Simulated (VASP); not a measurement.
# TiO2 in VASP: single point with r2SCAN+U

Aim: the single point of TiO2 with r2SCAN+U.

Everything below comes from runs of VASP 6.6.1. Logs are shortened: lines on timing, memory, paths and dates and some standing lists are left out, and cuts for length are marked.

## (1) The cell of the first run

The typed cell holds 6 atoms: a = 3.987 Å, b = 3.987 Å, c = 5.802 Å, α = 110.09°, β = 110.09°, γ = 90.00°.

## (2) Single point, r2SCAN+U (strain +0.050 along x and y, +0.050 along z)

POSCAR

```
TiO2
1.0
    2.8189964816     -2.8190028261     -0.0211663774
    2.8189964816      2.8190028261     -0.0211663774
   -2.7809857720      0.0000000000      5.0926069493
Ti O
2 4
Direct
    0.1249948851      0.8750051149      0.2500000000
    0.8750051149      0.1249948851      0.7500000000
    0.3311340192      0.0811285959      0.6622697772
    0.6688659808      0.9188714041      0.3377302228
    0.9188714041      0.6688659808      0.8377302228
    0.0811285959      0.3311340192      0.1622697772
```

INCAR.step1

```
SYSTEM = TiO2
ALGO = Normal
EDIFF = 1E-4
ENCUT = 520
GGA = PE
ISMEAR = 0
LASPH = .True.
LCHARG = .False.
LDAU = .True.
LDAUJ = 0 0
LDAUL = 2 -1
LDAUTYPE = 2
LDAUU = 4 0
LMAXMIX = 4
LREAL = .False.
LWAVE = .True.
NBANDS = 33
NELM = 150
PREC = Accurate
SIGMA = 0.05
```

INCAR.step2

```
SYSTEM = TiO2
ALGO = Normal
EDIFF = 1E-6
ENCUT = 520
ISIF = 2
ISMEAR = 0
ISTART = 1
LASPH = .True.
LCHARG = .False.
LDAU = .True.
LDAUJ = 0 0
LDAUL = 2 -1
LDAUPRINT = 1
LDAUTYPE = 2
LDAUU = 4 0
LMAXMIX = 4
LMIXTAU = .True.
LREAL = .False.
LWAVE = .False.
METAGGA = R2SCAN
NBANDS = 33
NELM = 150
PREC = Accurate
SIGMA = 0.05
```

KPOINTS

```
k-points
0
Gamma
  6 6 6
  0 0 0
```

Potentials or basis: VASP PAW PBE potentials, release 64 (Ti_sv, O).

On the command line:

```
> cat potpaw_PBE.64/Ti_sv/POTCAR potpaw_PBE.64/O/POTCAR > POTCAR
> cp INCAR.step1 INCAR
> mpirun -np 1 vasp_std > vasp.out
> cp INCAR.step2 INCAR
> mpirun -np 1 vasp_std > vasp.out
```

OUTCAR:

```text
SYSTEM = TiO2
   EDIFF = 1E-6
   ENCUT = 520
   ISIF = 2
   ISMEAR = 0
   ISTART = 1
   LASPH = .True.
   LREAL = .False.
   METAGGA = R2SCAN
   NELM = 150
   PREC = Accurate

 ion  position               nearest neighbor table
   1  0.125  0.875  0.250-   4 2.04   6 2.04   4 2.04   6 2.04   3 2.09   5 2.09
   2  0.875  0.125  0.750-   3 2.04   5 2.04   5 2.04   3 2.04   6 2.09   4 2.09
   3  0.331  0.081  0.662-   2 2.04   2 2.04   1 2.09
   4  0.669  0.919  0.338-   1 2.04   1 2.04   2 2.09
   5  0.919  0.669  0.838-   2 2.04   2 2.04   1 2.09
   6  0.081  0.331  0.162-   1 2.04   1 2.04   2 2.09

  Warning from LATTYP: Got some problem with cell dimensions!
  Tried to take original basis but could not verify dimensions!
  LATTYP: Found a base centered monoclinic cell.
 ALAT       =     5.6381518883
 B/A-ratio  =     0.9999740631
 C/A-ratio  =     1.0291302335
 COS(beta)  =    -0.4858354229

  Lattice vectors:

 A1 = (  -2.8189964816,   2.8190028261,   0.0211663774)
 A2 = (  -2.8189964816,  -2.8190028261,   0.0211663774)
 A3 = (   2.8570071912,   0.0000000000,   5.0502741945)

Analysis of symmetry for initial positions (statically):
=====================================================================
 Subroutine PRICEL returns:
 Original cell was already a primitive cell.

 Routine SETGRP: Setting up the symmetry group for a
 base centered monoclinic supercell.

 Subroutine GETGRP returns: Found  4 space group operations
 (whereof  2 operations were pure point group operations)
 out of a pool of  4 trial point group operations.

The static configuration has the point symmetry S_2 .
 The point group associated with its full space group is C_2h.

Analysis of symmetry for dynamics (positions and initial velocities):
=====================================================================
 Subroutine PRICEL returns:
 Original cell was already a primitive cell.

 Routine SETGRP: Setting up the symmetry group for a
 base centered monoclinic supercell.

[... 202 lines left out ...]

  0.2181 -0.0010  0.0000  0.0000  0.0000
 -0.0010  0.0823 -0.0000 -0.0000 -0.0000
  0.0000 -0.0000  0.2229  0.0018  0.0000
  0.0000 -0.0000  0.0018  0.0823 -0.0001
  0.0000 -0.0000  0.0000 -0.0001  0.0901

 occupancies and eigenvectors

  o =  0.0823  v =  0.0075  1.0000 -0.0000 -0.0000 -0.0000  0.0000  0.0000  0.0000  0.0000  0.0000      0.0000  0.0000  0.0000  0.0000  0.0000  0.0000  0.0000  0.0000  0.0000  0.0000
  o =  0.0823  v =  0.0000  0.0000  0.0000  0.0000  0.0000  0.0075  1.0000 -0.0000 -0.0000 -0.0000      0.0000  0.0000  0.0000  0.0000  0.0000  0.0000  0.0000  0.0000  0.0000  0.0000
  o =  0.0823  v =  0.0000  0.0000 -0.0130  0.9999  0.0078  0.0000  0.0000  0.0000  0.0000  0.0000      0.0000  0.0000  0.0000  0.0000  0.0000  0.0000  0.0000  0.0000  0.0000  0.0000
  o =  0.0823  v =  0.0000  0.0000  0.0000  0.0000  0.0000  0.0000  0.0000 -0.0130  0.9999  0.0078      0.0000  0.0000  0.0000  0.0000  0.0000  0.0000  0.0000  0.0000  0.0000  0.0000
  o =  0.0901  v =  0.0000  0.0000  0.0001 -0.0078  1.0000  0.0000  0.0000  0.0000  0.0000  0.0000      0.0000  0.0000  0.0000  0.0000  0.0000  0.0000  0.0000  0.0000  0.0000  0.0000
  o =  0.0901  v =  0.0000  0.0000  0.0000  0.0000  0.0000  0.0000  0.0000  0.0001 -0.0078  1.0000      0.0000  0.0000  0.0000  0.0000  0.0000  0.0000  0.0000  0.0000  0.0000  0.0000
  o =  0.2181  v = -1.0000  0.0075 -0.0000 -0.0000 -0.0000  0.0000  0.0000  0.0000  0.0000  0.0000      0.0000  0.0000  0.0000  0.0000  0.0000  0.0000  0.0000  0.0000  0.0000  0.0000
  o =  0.2181  v =  0.0000  0.0000  0.0000  0.0000  0.0000 -1.0000  0.0075 -0.0000 -0.0000 -0.0000      0.0000  0.0000  0.0000  0.0000  0.0000  0.0000  0.0000  0.0000  0.0000  0.0000
  o =  0.2229  v =  0.0000  0.0000  0.9999  0.0130  0.0000  0.0000  0.0000  0.0000  0.0000  0.0000      0.0000  0.0000  0.0000  0.0000  0.0000  0.0000  0.0000  0.0000  0.0000  0.0000
  o =  0.2229  v =  0.0000  0.0000  0.0000  0.0000  0.0000  0.0000  0.0000  0.9999  0.0130  0.0000      0.0000  0.0000  0.0000  0.0000  0.0000  0.0000  0.0000  0.0000  0.0000  0.0000

 number of electron      48.0000005 magnetization

 Free energy of the ion-electron system (eV)
  ---------------------------------------------------
  ext. energy  EPLUGINS =         0.00000000
  ---------------------------------------------------
  free energy    TOTEN  =       -63.98550603 eV

  energy without entropy =      -63.98550603  energy(sigma->0) =      -63.98550603

 E-fermi :   2.0907     XC(G=0): -10.5803

 val. band max:        1.8269250320   @ k =   0.5000   0.5000   0.0000
 cond. band min:       4.5803901153   @ k =   0.0000   0.0000   0.0000
 fundamental gap:      2.7534650834
 Fermi energy:         2.0906885052

 k-point     1 :       0.0000    0.0000    0.0000
  band No.  band energies     occupation
      1     -58.4870      2.00000
      2     -58.4623      2.00000
      3     -33.6454      2.00000
      4     -33.5213      2.00000
      5     -33.5213      2.00000
      6     -33.4879      2.00000
[... 853 lines left out ...]
     32       7.1669      0.00000
     33       7.2357      0.00000

 [... further k-points ...]

------------------------ aborting loop because EDIFF is reached ----------------------------------------

  FORCE on cell =-STRESS in cart. coord.  units (eV):
  Direction    XX          YY          ZZ          XY          YZ          ZX
  --------------------------------------------------------------------------------------
  -------------------------------------------------------------------------------------
  Total      -10.1826896    -10.1809960    -11.3924992      0.0000000      0.0000000     -0.0127478
  in kB     -202.3938296   -202.3601666   -226.4403250      0.0000000      0.0000000     -0.2533779
  external PRESSURE =    -210.3981071 kB  Pullay stress =       0.0000000 kB

 VOLUME and BASIS-vectors are now :
 -----------------------------------------------------------------------------
  energy-cutoff  :      520.00
  volume of cell :       80.61
      direct lattice vectors                 reciprocal lattice vectors
     2.818996482 -2.819002826 -0.021166377     0.178098330 -0.177367683  0.097256460
     2.818996482  2.819002826 -0.021166377     0.178098330  0.177367683  0.097256460
    -2.780985772  0.000000000  5.092606949     0.001480458  0.000000000  0.197171536

 POSITION                                       TOTAL-FORCE (eV/Angst)
 -----------------------------------------------------------------------------------
      2.12375      2.11428      1.25199        -0.000000      0.003660      0.000000
      0.73326     -2.11428      3.79829        -0.000000     -0.003660      0.000000
     -0.67960     -0.70477      3.36395        -0.004218     -0.000661     -0.593977
      3.53660      0.70477      1.68632         0.004218      0.000661      0.593977
      2.14611     -0.70477      4.23262         0.004218     -0.000661      0.593977
      0.71090      0.70477      0.81765        -0.004218      0.000661     -0.593977
 -----------------------------------------------------------------------------------
    total drift:                               -0.000000      0.000000      0.000000

  FREE ENERGIE OF THE ION-ELECTRON SYSTEM (eV)
  ---------------------------------------------------
  free  energy   TOTEN  =       -63.9855060306 eV

  energy  without entropy=      -63.9855060306  energy(sigma->0) =      -63.98550603
```

OUTCAR.step1:

```text
SYSTEM = TiO2
   EDIFF = 1E-4
   ENCUT = 520
   GGA = PE
   ISMEAR = 0
   LASPH = .True.
   LREAL = .False.
   NELM = 150
[... 1110 lines left out ...]
      3.53660      0.70477      1.68632         0.004041      0.000023      0.500725
      2.14611     -0.70477      4.23262         0.004041     -0.000023      0.500725
      0.71090      0.70477      0.81765        -0.004041      0.000023     -0.500725
 -----------------------------------------------------------------------------------
    total drift:                               -0.000000      0.000000      0.000000

  FREE ENERGIE OF THE ION-ELECTRON SYSTEM (eV)
  ---------------------------------------------------
  free  energy   TOTEN  =       -48.0755006075 eV

  energy  without entropy=      -48.0755006075  energy(sigma->0) =      -48.07550061
```

OSZICAR.step1:

```text
N       E                     dE             d eps       ncg     rms          rms(c)
DAV:   1     0.658644173910E+03    0.65864E+03   -0.24348E+04  4488   0.164E+03
DAV:   2     0.317859921109E+02   -0.62686E+03   -0.58600E+03  5076   0.500E+02
DAV:   3    -0.626478390678E+02   -0.94434E+02   -0.93030E+02  6139   0.185E+02
DAV:   4    -0.685486429737E+02   -0.59008E+01   -0.58879E+01  7097   0.444E+01
DAV:   5    -0.688570704059E+02   -0.30843E+00   -0.30839E+00  5862   0.695E+00    0.284E+01
DAV:   6    -0.481337447154E+02    0.20723E+02   -0.94849E+01  6398   0.838E+01    0.108E+01
DAV:   7    -0.483720560353E+02   -0.23831E+00   -0.15416E+01  6173   0.276E+01    0.666E+00
DAV:   8    -0.483226381867E+02    0.49418E-01   -0.50091E-01  5690   0.435E+00    0.583E+00
DAV:   9    -0.481412215654E+02    0.18142E+00   -0.97664E-01  6323   0.994E+00    0.346E+00
DAV:  10    -0.480796821465E+02    0.61539E-01   -0.77184E-01  5811   0.566E+00    0.959E-01
DAV:  11    -0.481052898965E+02   -0.25608E-01   -0.17328E-01  6349   0.374E+00    0.136E+00
DAV:  12    -0.480771084808E+02    0.28181E-01   -0.10634E-01  6036   0.328E+00    0.366E-01
DAV:  13    -0.480763748577E+02    0.73362E-03   -0.37807E-03  6188   0.421E-01    0.246E-01
DAV:  14    -0.480755798959E+02    0.79496E-03   -0.14761E-03  5398   0.240E-01    0.940E-02
DAV:  15    -0.480755006075E+02    0.79288E-04   -0.33689E-04  4195   0.922E-02
   1 F= -.48075501E+02 E0= -.48075501E+02  d E =-.634368E-21
```

Wall time 11 min (1 thread of Intel Xeon Platinum 8375C at 2.90GHz (Ice Lake), shared host); peak memory 0.3 GiB.

Results:

```
Free energy            : -63.9855 eV
Pressure               : -21.0 GPa
Largest force          : 0.594 eV/Å
Band gap on the k mesh : 2.75 eV, indirect (least direct gap 3.01 eV)
```

Forces on the atoms (eV/Å):
```
Ti   0.000  0.004  0.000
Ti   0.000 -0.004  0.000
O   -0.004 -0.001 -0.594
O    0.004  0.001  0.594
O    0.004 -0.001  0.594
O   -0.004  0.001 -0.594
```

Stress tensor (GPa, compression positive):
```
-20.24   0.00  -0.03
  0.00 -20.24   0.00
 -0.03   0.00 -22.64
```

Levels at points of the mesh, in eV from the valence-band top:
| k point | band 22 | band 23 | band 24 | band 25 | band 26 | band 27 |
| --- | --- | --- | --- | --- | --- | --- |
| (0.00, 0.00, 0.00) | -0.78 | -0.29 | -0.29 | 2.75 | 3.29 | 4.13 |
| (0.50, 0.00, 0.00) | -1.01 | -0.66 | -0.65 | 3.58 | 3.67 | 3.79 |
| (0.50, 0.50, 0.00) | -1.73 | 0.00 | 0.00 | 3.59 | 3.59 | 3.92 |
| (0.00, 0.00, 0.50) | -1.25 | -0.10 | -0.10 | 3.02 | 3.02 | 4.01 |
| (0.50, 0.00, 0.50) | -1.01 | -0.66 | -0.65 | 3.58 | 3.67 | 3.79 |
| (0.50, 0.50, 0.50) | -1.73 | 0.00 | 0.00 | 3.59 | 3.59 | 3.92 |

Eigenvalues of the final occupation matrices:
```csv
site,spin,trace,eigenvalues
site 1 d,1,0.70,0.08 0.08 0.09 0.22 0.22
site 1 d,2,0.70,0.08 0.08 0.09 0.22 0.22
site 2 d,1,0.70,0.08 0.08 0.09 0.22 0.22
site 2 d,2,0.70,0.08 0.08 0.09 0.22 0.22
```

Caveat: the cell differs from its parent crystal (strain +0.050 along x and y, +0.050 along z); the PAW data sets were made with another functional, which shifts forces and pressure a little. A k mesh can miss the band edges.
